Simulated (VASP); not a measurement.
# Rh in VASP: single point with r2SCAN

Aim: the single point of Rh with r2SCAN.

All numbers are computed with VASP 6.6.1; they aren't measurements. Logs are shortened: lines on timing, memory, paths and dates and some standing lists are left out, and cuts for length are marked.

## 1. The cell of the first run

The cell holds a slab with vacuum, 6 atoms: a = 2.687 Å, b = 2.687 Å, c = 25.969 Å, α = 90.00°, β = 90.00°, γ = 120.00°.

## 2. Single point, r2SCAN

Input file POSCAR:

```
Rh
1.0
    2.6869385152      0.0000000000      0.0000000000
   -1.3434692576      2.3269570125      0.0000000000
    0.0000000000      0.0000000000     25.9693805539
Rh
6
Direct
    0.6666666667      0.3333333333      0.2888016518
    0.3333333333      0.6666666667      0.3732809911
    0.0000000000      0.0000000000      0.4577603304
    0.6666666667      0.3333333333      0.5422396696
    0.3333333333      0.6666666667      0.6267190089
    0.0000000000      0.0000000000      0.7111983482
```

Input file INCAR.step1:

```
PREC = Accurate
ENCUT = 520
ISMEAR = 0
SIGMA = 0.1
LREAL = False
LASPH = True
NELM = 100
LDIPOL = True
IDIPOL = 3
DIPOL = 0.5 0.5 0.500
NBANDS = 54
GGA = PE
ALGO = Normal
EDIFF = 1E-4
LWAVE = True
LCHARG = False
```

Input file INCAR.step2:

```
PREC = Accurate
ENCUT = 520
EDIFF = 1E-7
ISMEAR = 0
SIGMA = 0.1
LREAL = False
LASPH = True
NELM = 100
ALGO = Normal
ISIF = 2
LWAVE = False
LCHARG = True
LDIPOL = True
IDIPOL = 3
DIPOL = 0.5 0.5 0.500
METAGGA = R2SCAN
LMIXTAU = True
LELF = True
LVHAR = True
LVACPOTAV = True
NBANDS = 54
ISTART = 1
```

Input file KPOINTS:

```
regular mesh
0
Gamma
  15 15 1
```

Potentials or basis: VASP PAW PBE potentials, release 64 (Rh_pv).

Command:

```
$ cat potpaw_PBE.64/Rh_pv/POTCAR > POTCAR
$ cp INCAR.step1 INCAR
$ mpirun -np 1 vasp_std > vasp.out
$ cp INCAR.step2 INCAR
$ mpirun -np 1 vasp_std > vasp.out
```

OUTCAR:

```text
PREC = Accurate
   ENCUT = 520
   EDIFF = 1E-7
   ISMEAR = 0
   LREAL = False
   LASPH = True
   NELM = 100
   ISIF = 2
   METAGGA = R2SCAN
   ISTART = 1

 ion  position               nearest neighbor table
   1  0.667  0.333  0.289-   2 2.69   2 2.69   2 2.69
   2  0.333  0.667  0.373-   1 2.69   3 2.69   1 2.69   3 2.69   3 2.69   1 2.69
   3  0.000  0.000  0.458-   4 2.69   4 2.69   4 2.69   2 2.69   2 2.69   2 2.69
   4  0.667  0.333  0.542-   3 2.69   3 2.69   3 2.69   5 2.69   5 2.69   5 2.69
   5  0.333  0.667  0.627-   4 2.69   4 2.69   6 2.69   6 2.69   6 2.69   4 2.69
   6  0.000  0.000  0.711-   5 2.69   5 2.69   5 2.69

  LATTYP: Found a hexagonal cell.
 ALAT       =     2.6869385152
 C/A-ratio  =     9.6650445877

  Lattice vectors:

 A1 = (   2.6869385152,   0.0000000000,   0.0000000000)
 A2 = (  -1.3434692576,   2.3269570125,   0.0000000000)
 A3 = (   0.0000000000,   0.0000000000,  25.9693805539)

Analysis of symmetry for initial positions (statically):
=====================================================================
 Subroutine PRICEL returns:
 Original cell was already a primitive cell.

 Routine SETGRP: Setting up the symmetry group for a
 hexagonal supercell.

 Subroutine GETGRP returns: Found 12 space group operations
 (whereof  6 operations were pure point group operations)
 out of a pool of 24 trial point group operations.

The static configuration has the point symmetry C_3v.
 The point group associated with its full space group is D_3d.

Analysis of symmetry for dynamics (positions and initial velocities):
=====================================================================
 Subroutine PRICEL returns:
 Original cell was already a primitive cell.

 Routine SETGRP: Setting up the symmetry group for a
 hexagonal supercell.

 Subroutine GETGRP returns: Found 12 space group operations
 (whereof  6 operations were pure point group operations)
 out of a pool of 24 trial point group operations.

The dynamic configuration has the point symmetry C_3v.
 The point group associated with its full space group is D_3d.

 Subroutine INISYM returns: Found 12 space group operations
 (whereof  6 operations are pure point group operations),
 and found     1 'primitive' translations

----------------------------------------------------------------------------------------
[... 100 lines left out ...]
   NELM   =    100;   NELMIN=  2; NELMDL=  0     # of ELM steps
   EDIFF  = 0.1E-06   stopping-criterion for ELM
   LREAL  =      F    real-space projection
   EDIFFG = 0.1E-05   stopping-criterion for IOM
   NSW    =      0    number of steps for IOM
   IBRION =     -1    ionic relax: 0-MD 1-quasi-New 2-CG
   NFREE  =      0    steps in history (QN), initial steepest desc. (CG)
   ISIF   =      2    stress and relaxation
   ISYM   =      2    0-nonsym 1-usesym 2-fastsym
   POTIM  = 0.5000    time-step for ionic-motion
   TEBEG  =    0.0;   TEEND  =   0.0 temperature during run
   PSTRESS=    0.0 pullay stress
   NELECT =      90.0000    total number of electrons
   NUPDOWN=      -1.0000    fix difference up-down
   EMIN   =  10.00;   EMAX   =-10.00  energy-range for DOS
   EFERMI =   0.00;   METHOD = LEGACY
   ISMEAR =     0;   SIGMA  =   0.10  broadening in eV -4-tet -1-fermi 0-gaus
   EFERMI_NEDOS =   21; number of points for ismear=-14 and -15
   IALGO  =     38    algorithm
   IMIX   =      4    mixing-type and parameters
     AMIX     =   0.40;   BMIX     =  1.00
     AMIX_MAG =   1.60;   BMIX_MAG =  1.00
  volume/ion in A,a.u.               =      27.06       182.62
  Fermi-wavevector in a.u.,A,eV,Ry     =   1.344786  2.541277 24.605440  1.808449
  Thomas-Fermi vector in A             =   2.472751
   LORBIT       =      0    0 simple, 1 ext, 2 COOP (PROOUT), +10 PAW based schemes
   METAGGA = R2SCAN    functional components
   LHFCALC =     F    Hartree Fock is set to
   AEXX    =    0.0000 exact exchange contribution
   IVDW    =     0    specifies the selected vdW correction
   LEPSILON=     F    determine dielectric tensor
   LRPA    =     F    only Hartree local field effects (RPA)
 non-spin polarized calculation
 Gauss-broadening in eV      SIGMA  =   0.10
  energy-cutoff  :      520.00
  volume of cell :      162.37
 maximum number of plane-waves:      4455
 NGX is ok and might be reduce to    20
   NGX =  9   NGY =  9   NGZ = 97

 number of electron      90.0000010 magnetization

 dipolmoment           0.000000      0.000000      0.000002 electrons x Angstroem

 Free energy of the ion-electron system (eV)
  ---------------------------------------------------
  ext. energy  EPLUGINS =         0.00000000
  ---------------------------------------------------
  free energy    TOTEN  =      -143.09964775 eV

  energy without entropy =     -143.05911528  energy(sigma->0) =     -143.07938151

 E-fermi :   3.4377     XC(G=0):  -8.3695

 val. band max:        3.4289476028   @ k =   0.2667   0.0667   0.0000
 cond. band min:       3.4621880011   @ k =   0.4667  -0.0000   0.0000
 fundamental gap:      0.0332403983
 Fermi energy:         3.4377251342

 k-point     1 :       0.0000    0.0000    0.0000
  band No.  band energies     occupation
      1     -45.1083      2.00000
      2     -44.9458      2.00000
      3     -44.7124      2.00000
      4     -44.4826      2.00000
      5     -44.4763      2.00000
      6     -44.4763      2.00000
[... 1357 lines left out ...]
     53      10.0313      0.00000
     54      10.3431      0.00000

 [... further k-points ...]
[... 5 lines left out ...]
  --------------------------------------------------------------------------------------
  -------------------------------------------------------------------------------------
  Total       -2.4887353     -2.4887353     -1.3820021      0.0000000      0.0000000      0.0000000
  in kB      -24.5573567    -24.5573567    -13.6367727      0.0000000      0.0000000      0.0000000
  external PRESSURE =     -20.9171620 kB  Pullay stress =       0.0000000 kB

 VOLUME and BASIS-vectors are now :
 -----------------------------------------------------------------------------
  energy-cutoff  :      520.00
  volume of cell :      162.37
      direct lattice vectors                 reciprocal lattice vectors
     2.686938515  0.000000000  0.000000000     0.372170779  0.214872899  0.000000000
    -1.343469258  2.326957012  0.000000000     0.000000000  0.429745799  0.000000000
     0.000000000  0.000000000 25.969380554     0.000000000  0.000000000  0.038506887

 POSITION                                       TOTAL-FORCE (eV/Angst)
 -----------------------------------------------------------------------------------
      1.34347      0.77565      7.50000        -0.000000     -0.000000      0.294928
     -0.00000      1.55130      9.69388        -0.000000      0.000000     -0.200317
      0.00000      0.00000     11.88775         0.000000     -0.000000     -0.265760
      1.34347      0.77565     14.08163         0.000000      0.000000      0.265760
     -0.00000      1.55130     16.27550         0.000000     -0.000000      0.200317
      0.00000      0.00000     18.46938         0.000000      0.000000     -0.294928
 -----------------------------------------------------------------------------------
    total drift:                                0.000000     -0.000000      0.000381

  FREE ENERGIE OF THE ION-ELECTRON SYSTEM (eV)
  ---------------------------------------------------
  free  energy   TOTEN  =      -143.0996477494 eV

  energy  without entropy=     -143.0591152751  energy(sigma->0) =     -143.07938151

 vacuum level on the upper side and lower side of the slab         8.584         8.584
```

OUTCAR.step1:

```text
PREC = Accurate
   ENCUT = 520
   ISMEAR = 0
   LREAL = False
   LASPH = True
   NELM = 100
   GGA = PE
   EDIFF = 1E-4

 ion  position               nearest neighbor table
[... 1611 lines left out ...]
      0.00000      0.00000     18.46938        -0.000000     -0.000000     -0.076565
 -----------------------------------------------------------------------------------
    total drift:                                0.000000     -0.000000      0.000310

  FREE ENERGIE OF THE ION-ELECTRON SYSTEM (eV)
  ---------------------------------------------------
  free  energy   TOTEN  =       -41.9796213836 eV

  energy  without entropy=      -41.9364721347  energy(sigma->0) =      -41.95804676

 vacuum level on the upper side and lower side of the slab         8.115         8.106
```

Run time: 38 min. Hardware: 1 thread of Oxide Virtual Turin-like, shared host; peak memory 0.36 GiB.

What came out:

```yaml
Free_energy: -143.0996 eV
Largest_force: 0.295 eV/Å
Band_gap_on_the_k_mesh: zero (bands 45 and 46 overlap by 1.77 eV)
```

Forces in eV/Å, atoms in the order of the input:
```
Rh   0.000  0.000  0.295
Rh   0.000  0.000 -0.200
Rh   0.000  0.000 -0.266
Rh   0.000  0.000  0.266
Rh   0.000  0.000  0.200
Rh   0.000  0.000 -0.295
```

Caveat: the PAW data sets were made with another functional, which shifts forces and pressure a little.

The gap in the log of VASP goes by the Fermi energy; the results here count the filled bands.